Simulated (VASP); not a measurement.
Input of a VASP 6.6.1 run:

INCAR

```
PREC = Accurate
ENCUT = 520
EDIFF = 1E-6
ISMEAR = 0
SIGMA = 0.1
LREAL = Auto
LASPH = True
NELM = 60
ALGO = Normal
ISIF = 2
LWAVE = False
LCHARG = False
LDIPOL = True
IDIPOL = 3
DIPOL = 0.5 0.5 0.323
GGA = PE
NBANDS = 58
```

KPOINTS

```
regular mesh
0
Gamma
  4 3 1
```

File POSCAR:

```
C
1.0
    8.5436715397      0.0000000000      0.0000000000
   -2.1359178849      8.6110540261      0.0000000000
    0.0000000000      0.0000000000     20.2788007832
C
21
Direct
    0.0782061927      0.9794914374      0.1972503228
    0.5782061927      0.9794914374      0.1972503228
    0.4115395260      0.9794914374      0.1972503228
    0.9115395260      0.9794914374      0.1972503228
    0.3230790521      0.9589828749      0.2574344515
    0.8230790521      0.9589828749      0.2574344515
    0.1564123854      0.9589828749      0.2574344515
    0.6564123854      0.9589828749      0.2574344515
    0.0669021140      0.9383828210      0.3175270363
    0.5669021140      0.9383828210      0.3175270363
    0.4022889475      0.9383826198      0.3175270428
    0.9022889475      0.9383826198      0.3175270428
    0.3111130272      0.9176686575      0.3778997954
    0.8111130272      0.9176686575      0.3778997954
    0.1477209690      0.9176686633      0.3778997232
    0.6477209690      0.9176686633      0.3778997232
    0.0473696781      0.8987954720      0.4329048592
    0.5473696781      0.8987954720      0.4329048592
    0.4020261490      0.8987947670      0.4329053220
    0.9020261490      0.8987947670      0.4329053220
    0.4223696781      1.6487954720      0.4500526101
```

Potentials or basis: VASP PAW PBE potentials, release 64 (C).

Command:

```console
$ cat potpaw_PBE.64/C/POTCAR > POTCAR
$ mpirun -np 1 vasp_std > vasp.out
```

Predict the largest force.

7.024 eV/Å.

Forces on the atoms (eV/Å):
```
C   -6.931 -0.187  1.121
C   -6.647 -0.173  1.113
C    6.654 -0.203  1.121
C    6.929 -0.170  1.133
C   -0.389  0.218 -1.168
C   -0.391  0.178 -1.103
C    0.393  0.184 -1.099
C    0.392  0.202 -1.172
C   -0.015  0.008 -0.092
C    0.424  0.079  0.065
C   -0.403  0.082  0.062
C    0.018 -0.004 -0.089
C   -0.175  0.490 -0.788
C   -0.277 -0.028  0.011
C    0.263 -0.024  0.014
C    0.212  0.535 -0.882
C    0.080 -0.031  0.158
C    3.618 -2.391  0.736
C   -3.610 -2.109  0.700
C   -0.082 -0.037  0.152
C   -0.062  3.380  0.006
```
